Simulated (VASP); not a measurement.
# BeTe (F-43m) in VASP: a series of runs

Runs on BeTe. Level: PBEsol. Tasks: single point, relaxation of cell and atoms.

All numbers are computed with VASP 6.6.1; they aren't measurements. Logs are shortened: lines on timing, memory, paths and dates and some standing lists are left out, and cuts for length are marked.

## Step 1: The cell of the first run

Symmetry: F-43m, No. 216, cubic system. Conventional cell: a = 5.606 Å, b = 5.606 Å, c = 5.606 Å, α = 90.00°, β = 90.00°, γ = 90.00°. Within 3.2 Å of Be (site symmetry -43m) lie 4 Te at 2.43 Å. Within 3.2 Å of Te (site symmetry -43m) lie 4 Be at 2.43 Å.

## Step 2: Single point, PBEsol

File INCAR:

```
  PREC = Accurate
  ENCUT = 520
  EDIFF = 1E-6
  ISMEAR = 0
  SIGMA = 0.02
  LREAL = F
  LASPH = T
  NELM = 100
  ALGO = Normal
  ISIF = 2
  LWAVE = F
  LCHARG = F
  GGA = PS
  NBANDS = 26
```

File KPOINTS:

```
Automatic mesh
0
Gamma
  6 6 6
```

File POSCAR:

```
BeTe
1.0
    5.6059105095      0.0000000000      0.0000000000
    0.0000000000     -5.6059105095      0.0000000000
    0.0000000000      0.0000000000     -5.6059105095
Be Te
4 4
Direct
    0.0000000000      0.0000000000      0.0000000000
    0.5000000000      0.5000000000      0.0000000000
    0.5000000000      0.0000000000      0.5000000000
    0.0000000000      0.5000000000      0.5000000000
    0.7500000000      0.7500000000      0.7500000000
    0.2500000000      0.2500000000      0.7500000000
    0.2500000000      0.7500000000      0.2500000000
    0.7500000000      0.2500000000      0.2500000000
```

Potentials or basis: VASP PAW PBE potentials, release 64 (Be, Te).

On the command line:

```console
> cat potpaw_PBE.64/Be/POTCAR potpaw_PBE.64/Te/POTCAR > POTCAR
> mpirun -np 1 vasp_std > vasp.out
```

OUTCAR:

```text
PREC = Accurate
   ENCUT = 520
   EDIFF = 1E-6
   ISMEAR = 0
   LREAL = F
   LASPH = T
   NELM = 100
   ISIF = 2
   GGA = PS

 ion  position               nearest neighbor table
   1  0.000  0.000  0.000-   5 2.43   6 2.43   7 2.43   8 2.43
   2  0.500  0.500  0.000-   5 2.43   6 2.43   7 2.43   8 2.43
   3  0.500  0.000  0.500-   5 2.43   6 2.43   7 2.43   8 2.43
   4  0.000  0.500  0.500-   5 2.43   6 2.43   7 2.43   8 2.43
   5  0.750  0.750  0.750-   1 2.43   2 2.43   3 2.43   4 2.43
   6  0.250  0.250  0.750-   1 2.43   2 2.43   3 2.43   4 2.43
   7  0.250  0.750  0.250-   1 2.43   2 2.43   3 2.43   4 2.43
   8  0.750  0.250  0.250-   1 2.43   2 2.43   3 2.43   4 2.43

  LATTYP: Found a simple cubic cell.
 ALAT       =     5.6059105095

  Lattice vectors:

 A1 = (   5.6059105095,   0.0000000000,   0.0000000000)
 A2 = (   0.0000000000,  -5.6059105095,   0.0000000000)
 A3 = (   0.0000000000,   0.0000000000,  -5.6059105095)

Analysis of symmetry for initial positions (statically):
=====================================================================
 Subroutine PRICEL returns following result:

  LATTYP: Found a face centered cubic cell.
 ALAT       =     5.6059105095

  Lattice vectors:

 A1 = (   2.8029552548,   2.8029552548,   0.0000000000)
 A2 = (   2.8029552548,   0.0000000000,  -2.8029552547)
 A3 = (   0.0000000000,   2.8029552548,  -2.8029552548)

   4 primitive cells build up your supercell.

 Routine SETGRP: Setting up the symmetry group for a
 simple cubic supercell.

 Subroutine GETGRP returns: Found 24 space group operations
 (whereof 24 operations were pure point group operations)
 out of a pool of 48 trial point group operations.

The static configuration has the point symmetry T_d .

Analysis of symmetry for dynamics (positions and initial velocities):
=====================================================================
 Subroutine PRICEL returns following result:

  LATTYP: Found a face centered cubic cell.
 ALAT       =     5.6059105095

  Lattice vectors:

 A1 = (   2.8029552548,   2.8029552548,   0.0000000000)
 A2 = (   2.8029552548,   0.0000000000,  -2.8029552547)
 A3 = (   0.0000000000,   2.8029552548,  -2.8029552548)

   4 primitive cells build up your supercell.

 Routine SETGRP: Setting up the symmetry group for a
 simple cubic supercell.

 Subroutine GETGRP returns: Found 24 space group operations
 (whereof 24 operations were pure point group operations)
 out of a pool of 48 trial point group operations.

The dynamic configuration has the point symmetry T_d .

 Subroutine INISYM returns: Found 24 space group operations
 (whereof 24 operations are pure point group operations),
 and found     4 'primitive' translations

----------------------------------------------------------------------------------------

                                     Primitive cell

  volume of cell :      44.0432

  direct lattice vectors                    reciprocal lattice vectors
     2.802955255  2.802955255  0.000000000     0.178383154  0.178383154  0.178383154
     2.802955255  0.000000000 -2.802955255     0.178383154 -0.178383154 -0.178383154
     0.000000000  2.802955255 -2.802955255    -0.178383154  0.178383154 -0.178383154

  length of vectors
     3.963977336  3.963977336  3.963977336     0.308968687  0.308968687  0.308968687

  position of ions in fractional coordinates (direct lattice)
     0.000000000  0.000000000  0.000000000
     0.250000000  0.250000000  0.250000000

  ion indices of the primitive-cell ions
   primitive index   ion index
                 1           1
                 2           5

----------------------------------------------------------------------------------------

 KPOINTS: Automatic mesh

Automatic generation of k-mesh.
 Grid dimensions read from file:
 generate k-points for:    6    6    6

 Generating k-lattice:

  Cartesian coordinates                     Fractional coordinates (reciprocal lattice)
     0.029730526  0.000000000  0.000000000     0.166666667  0.000000000  0.000000000
     0.000000000 -0.029730526  0.000000000     0.000000000  0.166666667  0.000000000
     0.000000000  0.000000000 -0.029730526     0.000000000  0.000000000  0.166666667

  Length of vectors
     0.029730526  0.029730526  0.029730526

  Shift w.r.t. Gamma in fractional coordinates (k-lattice)
     0.000000000  0.000000000  0.000000000

 Subroutine IBZKPT returns following result:
 ===========================================

 Found     20 irreducible k-points:

 Following reciprocal coordinates:
            Coordinates               Weight
  0.000000  0.000000  0.000000      1.000000
  0.166667  0.000000  0.000000      6.000000
  0.333333  0.000000  0.000000      6.000000
  0.500000  0.000000  0.000000      3.000000
  0.166667  0.166667  0.000000     12.000000
  0.333333  0.166667  0.000000     24.000000
[... 12 lines left out ...]
  0.500000  0.500000  0.333333      6.000000
  0.500000  0.500000  0.500000      1.000000
   k-points           NKPTS =     20   k-points in BZ     NKDIM =     20   number of bands    NBANDS=     26
   number of dos      NEDOS =    301   number of ions     NIONS =      8
   total plane-waves  NPLWV =  74088
   dimension x,y,z NGX =    42 NGY =   42 NGZ =   42
   dimension x,y,z NGXF=    84 NGYF=   84 NGZF=   84
   ions per type =               4   4
   NGX,Y,Z   is equivalent  to a cutoff of  12.46, 12.46, 12.46 a.u.
   NGXF,Y,Z  is equivalent  to a cutoff of  24.91, 24.91, 24.91 a.u.
 SYSTEM =  unknown system
   PREC   = accura    normal or accurate (medium, high low for compatibility)
   ISTART =      0    job   : 0-new  1-cont  2-samecut
   ICHARG =      2    charge: 1-file 2-atom 10-const
   ISPIN  =      1    spin polarized calculation?
   LNONCOLLINEAR =      F non collinear calculations
   LSORBIT =      F    spin-orbit coupling
   LASPH  =      T    aspherical Exc in radial PAW
   ENCUT  =  520.0 eV  38.22 Ry    6.18 a.u.  10.42 10.42 10.42*2*pi/ulx,y,z
   NELM   =    100;   NELMIN=  2; NELMDL= -5     # of ELM steps
   EDIFF  = 0.1E-05   stopping-criterion for ELM
   LREAL  =      F    real-space projection
   EDIFFG = 0.1E-04   stopping-criterion for IOM
   NSW    =      0    number of steps for IOM
   IBRION =     -1    ionic relax: 0-MD 1-quasi-New 2-CG
   NFREE  =      0    steps in history (QN), initial steepest desc. (CG)
   ISIF   =      2    stress and relaxation
   ISYM   =      2    0-nonsym 1-usesym 2-fastsym
   POTIM  = 0.5000    time-step for ionic-motion
   TEBEG  =    0.0;   TEEND  =   0.0 temperature during run
   PSTRESS=    0.0 pullay stress
   NELECT =      32.0000    total number of electrons
   NUPDOWN=      -1.0000    fix difference up-down
   EMIN   =  10.00;   EMAX   =-10.00  energy-range for DOS
   EFERMI =   0.00;   METHOD = LEGACY
   ISMEAR =     0;   SIGMA  =   0.02  broadening in eV -4-tet -1-fermi 0-gaus
   EFERMI_NEDOS =   21; number of points for ismear=-14 and -15
   IALGO  =     38    algorithm
   IMIX   =      4    mixing-type and parameters
     AMIX     =   0.40;   BMIX     =  1.00
     AMIX_MAG =   1.60;   BMIX_MAG =  1.00
  volume/ion in A,a.u.               =      22.02       148.61
  Fermi-wavevector in a.u.,A,eV,Ry     =   0.927140  1.752041 11.695413  0.859589
  Thomas-Fermi vector in A             =   2.053178
   LORBIT       =      0    0 simple, 1 ext, 2 COOP (PROOUT), +10 PAW based schemes
   GGA     = PS    functional components
   LHFCALC =     F    Hartree Fock is set to
   AEXX    =    0.0000 exact exchange contribution
   IVDW    =     0    specifies the selected vdW correction
   LEPSILON=     F    determine dielectric tensor
   LRPA    =     F    only Hartree local field effects (RPA)
 non-spin polarized calculation
 Gauss-broadening in eV      SIGMA  =   0.02
  energy-cutoff  :      520.00
  volume of cell :      176.17
 maximum number of plane-waves:      4780
 NGX is ok and might be reduce to    42
   NGX = 21   NGY = 21   NGZ = 21

 number of electron      32.0000004 magnetization

 Free energy of the ion-electron system (eV)
  ---------------------------------------------------
  ext. energy  EPLUGINS =         0.00000000
  ---------------------------------------------------
  free energy    TOTEN  =       -32.86638688 eV

  energy without entropy =      -32.86638688  energy(sigma->0) =      -32.86638688

 E-fermi :   5.2535     XC(G=0):  -9.2567

 val. band max:        5.1595029146   @ k =   0.0000   0.0000   0.0000
 cond. band min:       6.9791463813   @ k =   0.0000   0.0000   0.0000
 fundamental gap:      1.8196434667
 Fermi energy:         5.2535118164

 k-point     1 :       0.0000    0.0000    0.0000
  band No.  band energies     occupation
      1      -7.2657      2.00000
      2      -5.3761      2.00000
      3      -5.3761      2.00000
      4      -5.3761      2.00000
      5      -0.0446      2.00000
      6      -0.0446      2.00000
[... 18 lines left out ...]
     25       8.7473      0.00000
     26       8.9925      0.00000

 k-point     2 :       0.1667    0.0000    0.0000
  band No.  band energies     occupation
      1      -7.1753      2.00000
      2      -5.5674      2.00000
      3      -5.3671      2.00000
      4      -5.3671      2.00000
      5       0.0493      2.00000
      6       0.0493      2.00000
[... 18 lines left out ...]
     25       9.2283      0.00000
     26       9.5889      0.00000

 k-point     3 :       0.3333    0.0000    0.0000
  band No.  band energies     occupation
      1      -6.9119      2.00000
      2      -6.0122      2.00000
      3      -5.3490      2.00000
      4      -5.3490      2.00000
      5       0.3034      2.00000
      6       0.3034      2.00000
[... 18 lines left out ...]
     25      10.3182      0.00000
     26      10.3182      0.00000

 k-point     4 :       0.5000    0.0000    0.0000
  band No.  band energies     occupation
      1      -6.5033      2.00000
      2      -6.5033      2.00000
      3      -5.3397      2.00000
      4      -5.3397      2.00000
      5       0.5158      2.00000
      6       0.5158      2.00000
[... 18 lines left out ...]
     25      10.7063      0.00000
     26      10.7063      0.00000

 k-point     5 :       0.1667    0.1667    0.0000
  band No.  band energies     occupation
      1      -7.0869      2.00000
      2      -5.5446      2.00000
      3      -5.5446      2.00000
      4      -5.3699      2.00000
      5       0.1385      2.00000
      6       0.3113      2.00000
[... 18 lines left out ...]
     25       9.2261      0.00000
     26      10.4125      0.00000

 k-point     6 :       0.3333    0.1667    0.0000
  band No.  band energies     occupation
      1      -6.8302      2.00000
      2      -5.9637      2.00000
      3      -5.4880      2.00000
      4      -5.3858      2.00000
      5       0.3608      2.00000
      6       0.3919      2.00000
[... 311 lines left out ...]
 k-point    17 :       0.3333    0.3333    0.3333
  band No.  band energies     occupation
      1      -6.3359      2.00000
      2      -5.7805      2.00000
      3      -5.7805      2.00000
      4      -5.7805      2.00000
      5      -0.1274      2.00000
      6      -0.1274      2.00000
[... 18 lines left out ...]
     25      10.2887      0.00000
     26      10.8542      0.00000

 k-point    18 :       0.5000    0.3333    0.3333
  band No.  band energies     occupation
      1      -6.0635      2.00000
      2      -6.0635      2.00000
      3      -5.7626      2.00000
      4      -5.7626      2.00000
      5      -0.3059      2.00000
      6      -0.3059      2.00000
[... 18 lines left out ...]
     25      10.1695      0.00000
     26      10.1695      0.00000

 k-point    19 :       0.5000    0.5000    0.3333
  band No.  band energies     occupation
      1      -5.9013      2.00000
      2      -5.9013      2.00000
      3      -5.9013      2.00000
      4      -5.9013      2.00000
      5      -0.3043      2.00000
      6      -0.3043      2.00000
[... 18 lines left out ...]
     25       9.8988      0.00000
     26       9.8988      0.00000

 k-point    20 :       0.5000    0.5000    0.5000
  band No.  band energies     occupation
      1      -5.8814      2.00000
      2      -5.8814      2.00000
      3      -5.8814      2.00000
      4      -5.8814      2.00000
      5      -0.5052      2.00000
      6      -0.5052      2.00000
[... 18 lines left out ...]
     25       9.7099      0.00000
     26       9.7099      0.00000

------------------------ aborting loop because EDIFF is reached ----------------------------------------

  FORCE on cell =-STRESS in cart. coord.  units (eV):
  Direction    XX          YY          ZZ          XY          YZ          ZX
  --------------------------------------------------------------------------------------
  -------------------------------------------------------------------------------------
  Total        0.2334492      0.2334492      0.2334492      0.0000000      0.0000000      0.0000000
  in kB        2.1230707      2.1230707      2.1230707      0.0000000      0.0000000      0.0000000
  external PRESSURE =       2.1230707 kB  Pullay stress =       0.0000000 kB

 VOLUME and BASIS-vectors are now :
 -----------------------------------------------------------------------------
  energy-cutoff  :      520.00
  volume of cell :      176.17
      direct lattice vectors                 reciprocal lattice vectors
     5.605910510  0.000000000  0.000000000     0.178383154  0.000000000  0.000000000
     0.000000000 -5.605910510  0.000000000     0.000000000 -0.178383154  0.000000000
     0.000000000  0.000000000 -5.605910510     0.000000000  0.000000000 -0.178383154

 POSITION                                       TOTAL-FORCE (eV/Angst)
 -----------------------------------------------------------------------------------
      0.00000      0.00000      0.00000         0.000000      0.000000     -0.000000
      2.80296     -2.80296      0.00000         0.000000      0.000000     -0.000000
      2.80296      0.00000     -2.80296         0.000000      0.000000     -0.000000
      0.00000     -2.80296     -2.80296         0.000000      0.000000     -0.000000
      4.20443     -4.20443     -4.20443         0.000000     -0.000000     -0.000000
      1.40148     -1.40148     -4.20443        -0.000000      0.000000      0.000000
      1.40148     -4.20443     -1.40148        -0.000000     -0.000000      0.000000
      4.20443     -1.40148     -1.40148        -0.000000     -0.000000      0.000000
 -----------------------------------------------------------------------------------
    total drift:                               -0.000000     -0.000000     -0.000000

  FREE ENERGIE OF THE ION-ELECTRON SYSTEM (eV)
  ---------------------------------------------------
  free  energy   TOTEN  =       -32.8663868770 eV

  energy  without entropy=      -32.8663868770  energy(sigma->0) =      -32.86638688
```

Run time: 98 s. Hardware: 1 thread of Intel Xeon Platinum 8259CL at 2.50GHz (Skylake/Cascade Lake), shared host; peak memory 0.29 GiB.

Results:

* Free energy: -32.8664 eV
* Pressure: 0.2 GPa
* Band gap on the k mesh: 1.82 eV

Caveat: the PAW data sets were made with another functional, which shifts forces and pressure a little; spin-orbit coupling is left out, which moves the levels of the heavy elements.

[end of part 1 of 2]
